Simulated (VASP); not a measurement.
# GeW (rocksalt type) (Fm-3m) in VASP: further runs

GeW (rocksalt type) is run at these levels: PBE; tasks: relaxation of cell and atoms.

Everything below comes from runs of VASP 6.6.1. Logs are shortened: lines on timing, memory, paths and dates and some standing lists are left out, and cuts for length are marked.

**1. The cell of the first run**

The structure is cubic, space group Fm-3m (No. 225). Conventional cell: a = 4.098 Å, b = 4.098 Å, c = 4.098 Å, α = 90.00°, β = 90.00°, γ = 90.00°. Within 2.7 Å of W (site symmetry m-3m) lie 6 Ge at 2.05 Å. Ge (site symmetry m-3m) has 6 W at 2.05 Å within 2.7 Å.

**2. Relaxation of cell and atoms, PBE, target pressure 520 GPa, at which the enthalpy is minimised**

The input, INCAR:

```
PREC = Accurate
ENCUT = 600
EDIFF = 1E-6
ISMEAR = -1
SIGMA = 0.05
LREAL = F
LASPH = T
NELM = 80
ALGO = Normal
ISIF = 3
LWAVE = F
LCHARG = F
GGA = PE
IBRION = 2
NSW = 60
EDIFFG = -0.005
PSTRESS = 5200.0
```

The input, KPOINTS:

```
Automatic mesh
0
Gamma
  16 16 16
```

The input, POSCAR:

```
GeW
1.0
    0.0000000000      2.0489655846      2.0489655846
    2.0489655846      0.0000000000      2.0489655846
    2.0489655846      2.0489655846      0.0000000000
W Ge
1 1
Direct
    0.0000000000      0.0000000000      0.0000000000
    0.5000000000      0.5000000000      0.5000000000
```

Potentials or basis: VASP PAW PBE potentials, release 64 (W_sv, Ge_d).

Launch:

```console
cat potpaw_PBE.64/W_sv/POTCAR potpaw_PBE.64/Ge_d/POTCAR > POTCAR
mpirun -np 1 vasp_std > vasp.out
```

OUTCAR:

```text
PREC = Accurate
   ENCUT = 600
   EDIFF = 1E-6
   ISMEAR = -1
   LREAL = F
   LASPH = T
   NELM = 80
   ISIF = 3
   GGA = PE
   IBRION = 2
   NSW = 60
   EDIFFG = -0.005
   PSTRESS = 5200.0

 ion  position               nearest neighbor table
   1  0.000  0.000  0.000-   2 2.05   2 2.05   2 2.05   2 2.05   2 2.05   2 2.05
   2  0.500  0.500  0.500-   1 2.05   1 2.05   1 2.05   1 2.05   1 2.05   1 2.05

  LATTYP: Found a face centered cubic cell.
 ALAT       =     4.0979311692

  Lattice vectors:

 A1 = (   0.0000000000,   2.0489655846,   2.0489655846)
 A2 = (   2.0489655846,   0.0000000000,   2.0489655846)
 A3 = (   2.0489655846,   2.0489655846,   0.0000000000)

Analysis of symmetry for initial positions (statically):
=====================================================================
 Subroutine PRICEL returns:
 Original cell was already a primitive cell.

 Routine SETGRP: Setting up the symmetry group for a
 face centered cubic supercell.

 Subroutine GETGRP returns: Found 48 space group operations
 (whereof 48 operations were pure point group operations)
 out of a pool of 48 trial point group operations.

The static configuration has the point symmetry O_h .

Analysis of symmetry for dynamics (positions and initial velocities):
=====================================================================
 Subroutine PRICEL returns:
 Original cell was already a primitive cell.

 Routine SETGRP: Setting up the symmetry group for a
 face centered cubic supercell.

 Subroutine GETGRP returns: Found 48 space group operations
 (whereof 48 operations were pure point group operations)
 out of a pool of 48 trial point group operations.

The dynamic configuration has the point symmetry O_h .

 Subroutine INISYM returns: Found 48 space group operations
 (whereof 48 operations are pure point group operations),
 and found     1 'primitive' translations

----------------------------------------------------------------------------------------

                                     Primitive cell

  volume of cell :      17.2042

  direct lattice vectors                    reciprocal lattice vectors
     0.000000000  2.048965585  2.048965585    -0.244025573  0.244025573  0.244025573
     2.048965585  0.000000000  2.048965585     0.244025573 -0.244025573  0.244025573
[... 90 lines left out ...]
   NFREE  =      1    steps in history (QN), initial steepest desc. (CG)
   ISIF   =      3    stress and relaxation
   ISYM   =      2    0-nonsym 1-usesym 2-fastsym
   POTIM  = 0.5000    time-step for ionic-motion
   TEBEG  =    0.0;   TEEND  =   0.0 temperature during run
   PSTRESS= 5200.0 pullay stress
   NELECT =      28.0000    total number of electrons
   NUPDOWN=      -1.0000    fix difference up-down
   EMIN   =  10.00;   EMAX   =-10.00  energy-range for DOS
   EFERMI =   0.00;   METHOD = LEGACY
   ISMEAR =    -1;   SIGMA  =   0.05  broadening in eV -4-tet -1-fermi 0-gaus
   EFERMI_NEDOS =   21; number of points for ismear=-14 and -15
   IALGO  =     38    algorithm
   IMIX   =      4    mixing-type and parameters
     AMIX     =   0.40;   BMIX     =  1.00
     AMIX_MAG =   1.60;   BMIX_MAG =  1.00
  volume/ion in A,a.u.               =       8.60        58.05
  Fermi-wavevector in a.u.,A,eV,Ry     =   1.925674  3.638997 50.453419  3.708222
  Thomas-Fermi vector in A             =   2.959002
   LORBIT       =      0    0 simple, 1 ext, 2 COOP (PROOUT), +10 PAW based schemes
   GGA     = PE    functional components
   LHFCALC =     F    Hartree Fock is set to
   AEXX    =    0.0000 exact exchange contribution
   IVDW    =     0    specifies the selected vdW correction
   LEPSILON=     F    determine dielectric tensor
   LRPA    =     F    only Hartree local field effects (RPA)
 conjugate gradient relaxation of ions
 non-spin polarized calculation
  energy-cutoff  :      600.00
  volume of cell :       17.20
 maximum number of plane-waves:       588
   NGX = 11   NGY = 11   NGZ = 11

--------------------------------------- Ionic step        1  -------------------------------------------

 number of electron      28.0000007 magnetization

 Free energy of the ion-electron system (eV)
  ---------------------------------------------------
  ext. energy  EPLUGINS =         0.00000000
  ---------------------------------------------------
  free energy    TOTEN  =        -0.18239631 eV

  energy without entropy =       -0.17576136  energy(sigma->0) =       -0.17907884

------------------------ aborting loop because EDIFF is reached ----------------------------------------

  FORCE on cell =-STRESS in cart. coord.  units (eV):
  Direction    XX          YY          ZZ          XY          YZ          ZX
  --------------------------------------------------------------------------------------
  -------------------------------------------------------------------------------------
  Total       58.0105469     58.0105469     58.0105469     -0.0000000      0.0000000      0.0000000
  in kB     5402.3604233   5402.3604233   5402.3604233     -0.0000000      0.0000000      0.0000000
  external PRESSURE =     202.3604233 kB  Pullay stress =    5200.0000000 kB
[... 101 lines left out ...]
--------------------------------------- Ionic step        4  -------------------------------------------

 number of electron      28.0000003 magnetization

 Free energy of the ion-electron system (eV)
  ---------------------------------------------------
  ext. energy  EPLUGINS =         0.00000000
  ---------------------------------------------------
  free energy    TOTEN  =        -0.77941755 eV

  energy without entropy =       -0.77271992  energy(sigma->0) =       -0.77606873

 E-fermi :  20.8041     XC(G=0): -16.5749

 val. band max:       20.7738666938   @ k =   0.3750   0.1250   0.0625
 cond. band min:      20.8318483762   @ k =  -0.3750   0.2500   0.0625
 fundamental gap:      0.0579816824
 Fermi energy:        20.8040947385

 k-point     1 :       0.0000    0.0000    0.0000
  band No.  band energies     occupation
      1     -53.5477      2.00000
      2     -18.0645      2.00000
      3     -18.0645      2.00000
      4     -18.0645      2.00000
      5      -6.5464      2.00000
      6      -6.5464      2.00000
[... 481 lines left out ...]
      5      -6.5035      2.00000
      6      -6.4347      2.00000
[... 10 lines left out ...]
     17      25.6877      0.00000
     18      27.2535      0.00000

 [... further k-points ...]

------------------------ aborting loop because EDIFF is reached ----------------------------------------

  FORCE on cell =-STRESS in cart. coord.  units (eV):
  Direction    XX          YY          ZZ          XY          YZ          ZX
  --------------------------------------------------------------------------------------
  -------------------------------------------------------------------------------------
  Total       56.4173254     56.4173254     56.4173254     -0.0000000     -0.0000000      0.0000000
  in kB     5199.4386193   5199.4386193   5199.4386193     -0.0000000     -0.0000000      0.0000000
  external PRESSURE =      -0.5613807 kB  Pullay stress =    5200.0000000 kB
[... 21 lines left out ...]
  energy  without entropy=       -0.7727199223  energy(sigma->0) =       -0.77606873

  enthalpy is  TOTEN    =        55.6439992164 eV   P V=       56.4234167633

 reached required accuracy - stopping structural energy minimisation
```

Run time: 65 s. Hardware: 1 thread of Intel Xeon 6975P-C (Granite Rapids), shared host; peak memory 0.2 GiB.

What came out:

- Free energy: -0.7794 eV
- Relaxed volume: 8.69 Å³/atom
- Relaxed cell: a = 2.908 Å, b = 2.908 Å, c = 2.908 Å, α = 60.00°, β = 60.00°, γ = 60.00°
- Space group after relaxing (to 0.1 Å): Fm-3m (No. 225)
- Energy change on relaxing (the run minimises the enthalpy): -298.5 meV/atom
- Ionic steps: 4
- Pressure after relaxing: 519.9 GPa
- Band gap on the k mesh: zero (bands 14 and 15 overlap by 5.26 eV)

Step by step:
```
step  energy change (eV)  largest force (eV/Å)  pressure (GPa)  volume (Å³)
   1              0.0000                0.0000          540.24        17.20
   2             -7.2505                0.0000          300.81        20.05
   3             -0.6490                0.0000          518.23        17.40
   4             -0.5970                0.0000          519.94        17.38
```

Final structure:
```cif
data_structure
_symmetry_space_group_name_H-M 'P 1'
_symmetry_Int_Tables_number 1
_cell_length_a 2.9078
_cell_length_b 2.9078
_cell_length_c 2.9078
_cell_angle_alpha 60.000
_cell_angle_beta 60.000
_cell_angle_gamma 60.000
_cell_volume 17.38
loop_
_atom_site_label
_atom_site_type_symbol
_atom_site_fract_x
_atom_site_fract_y
_atom_site_fract_z
_atom_site_occupancy
W1 W 0.00000 0.00000 0.00000 1
Ge1 Ge 0.50000 0.50000 0.50000 1
```

Caveat: the cell is relaxed towards a set pressure, so the run minimises the enthalpy, not the energy; spin-orbit coupling is left out, which moves the levels of the heavy elements.

**3. Relaxation of cell and atoms, PBE, target pressure 520 GPa, at which the enthalpy is minimised**

The input, INCAR:

```
SYSTEM = GeW
PREC = Accurate
ENCUT = 600
EDIFF = 1E-6
ISMEAR = -1
SIGMA = 0.05
LREAL = .FALSE.
LASPH = .TRUE.
NELM = 60
ALGO = Normal
ISIF = 3
LWAVE = .FALSE.
LCHARG = .FALSE.
GGA = PE
IBRION = 2
NSW = 32
EDIFFG = -0.005
PSTRESS = 5200.0
```

The input, KPOINTS:

```
regular mesh
0
G
  16 16 16
  0 0 0
```

The input, POSCAR:

```
GeW
1.0
    0.0000000000      2.0492981577      2.0492981577
    2.0492981577      0.0000000000      2.0492981577
    2.0492981577      2.0492981577      0.0000000000
W Ge
1 1
Direct
    0.0000000000      0.0000000000      0.0000000000
    0.5000000000      0.5000000000      0.5000000000
```

Potentials or basis: VASP PAW PBE potentials, release 64 (W_sv, Ge_d).

Launch:

```console
cat potpaw_PBE.64/W_sv/POTCAR potpaw_PBE.64/Ge_d/POTCAR > POTCAR
mpirun -np 1 vasp_std > vasp.out
```

Run time: 60 s. Hardware: 1 thread of Intel Xeon 6975P-C (Granite Rapids), shared host; peak memory 0.2 GiB.

Results (log left out):

| Quantity | Value |
| --- | --- |
| Free energy | -0.7785 eV |
| Relaxed volume | 8.69 Å³/atom |
| Relaxed cell | a = 2.908 Å, b = 2.908 Å, c = 2.908 Å, α = 60.00°, β = 60.00°, γ = 60.00° |
| Space group after relaxing (to 0.1 Å) | Fm-3m (No. 225) |
| Energy change on relaxing (the run minimises the enthalpy) | -283.9 meV/atom |
| Ionic steps | 4 |
| Pressure after relaxing | 520.0 GPa |
| Band gap on the k mesh | zero (bands 14 and 15 overlap by 5.26 eV) |

Step by step:
| step | energy change (eV) | largest force (eV/Å) | pressure (GPa) | volume (Å³) |
| --- | --- | --- | --- | --- |
| 1 | 0.0000 | 0.0000 | 539.28 | 17.21 |
| 2 | -6.9741 | 0.0000 | 308.81 | 19.92 |
| 3 | -0.6158 | 0.0000 | 518.36 | 17.40 |
| 4 | -0.5678 | 0.0000 | 519.98 | 17.38 |

Final structure:
```yaml
crystal:
  lattice:
    - [0.00000, 2.05609, 2.05609]
    - [2.05609, 0.00000, 2.05609]
    - [2.05609, 2.05609, 0.00000]
  atoms:
    - { symbol: W, position: [0.00000, 0.00000, 0.00000] }
    - { symbol: Ge, position: [0.50000, 0.50000, 0.50000] }
```

Levels at points of the mesh, in eV from the Fermi level:
| k point | band 10 | band 11 | band 12 | band 13 | band 14 | band 15 | band 16 | band 17 | band 18 |
| --- | --- | --- | --- | --- | --- | --- | --- | --- | --- |
| (0.00, 0.00, 0.00) | -18.31 | -4.51 | -4.51 | -4.51 | -1.64 | -1.64 | 4.45 | 4.45 | 4.45 |
| (0.50, 0.00, 0.00) | -12.76 | -9.00 | -7.95 | -7.95 | 0.68 | 0.68 | 4.09 | 5.21 | 10.97 |
| (0.50, 0.50, 0.00) | -14.91 | -8.49 | -5.48 | 0.60 | 0.60 | 0.89 | 2.59 | 2.59 | 6.77 |

Caveat: the cell is relaxed towards a set pressure, so the run minimises the enthalpy, not the energy; spin-orbit coupling is left out, which moves the levels of the heavy elements.
